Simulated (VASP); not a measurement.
Wanted: the native input for a VASP 6.6.1 run.

```
Task                   : single point
Functional             : r2SCAN
Potentials or basis    : VASP PAW PBE potentials, release 64 (Cd, S)
Cutoff                 : 520 eV
k mesh                 : 4 × 4 × 3
Occupations            : fermi-dirac, width 0.05 eV
Spin                   : no spin polarisation
Dipole correction      : no
Further INCAR settings : ALGO = Normal; EDIFF = 1e-06; NBANDS = 26
```

CdS (Greenockite):

```
Cd S
1.0
     4.15000    0.00000    0.00000
    -2.07500    3.59401    0.00000
     0.00000    0.00000    6.73700
Cd S
2 2
Direct
  0.66667 0.33333 0.50000
  0.33333 0.66667 0.00000
  0.66667 0.33333 0.87500
  0.33333 0.66667 0.37500
```

These files were run (other wordings do the same):

POSCAR

```
CdS
1.0
    4.1500000000      0.0000000000      0.0000000000
   -2.0750000000      3.5940054257      0.0000000000
    0.0000000000      0.0000000000      6.7370000000
Cd S
2 2
Direct
    0.6666666667      0.3333333333      0.5000000000
    0.3333333333      0.6666666667      0.0000000000
    0.6666666667      0.3333333333      0.8750000000
    0.3333333333      0.6666666667      0.3750000000
```

INCAR.step1

```
SYSTEM = CdS
ALGO = Normal
EDIFF = 1E-4
ENCUT = 520
GGA = PE
ISMEAR = -1
LASPH = .True.
LCHARG = .False.
LREAL = .False.
LWAVE = .True.
NBANDS = 26
NELM = 80
PREC = Accurate
SIGMA = 0.05
```

INCAR.step2

```
SYSTEM = CdS
ALGO = Normal
EDIFF = 1E-6
ENCUT = 520
ISIF = 2
ISMEAR = -1
ISTART = 1
LASPH = .True.
LCHARG = .False.
LMIXTAU = .True.
LREAL = .False.
LWAVE = .False.
METAGGA = R2SCAN
NBANDS = 26
NELM = 80
PREC = Accurate
SIGMA = 0.05
```

KPOINTS

```
k-points
0
Gamma
  4 4 3
  0 0 0
```

Potentials or basis: VASP PAW PBE potentials, release 64 (Cd, S).

Run with:

```sh
$ cat potpaw_PBE.64/Cd/POTCAR potpaw_PBE.64/S/POTCAR > POTCAR
$ cp INCAR.step1 INCAR
$ mpirun -np 1 vasp_std > vasp.out
$ cp INCAR.step2 INCAR
$ mpirun -np 1 vasp_std > vasp.out
```

Results of the run:

```yaml
Pressure: 1.1 GPa
Largest_force: 0.062 eV/Å
Band_gap_on_the_k_mesh: 1.65 eV, direct
```

Caveat: the k points lie up to 0.44 Å⁻¹ apart; the PAW data sets were made with another functional, which shifts forces and pressure a little.

It took 59 s on 1 thread of AMD EPYC 9R45 96-Core Processor (Zen 5) (shared host), peak memory 0.19 GiB.
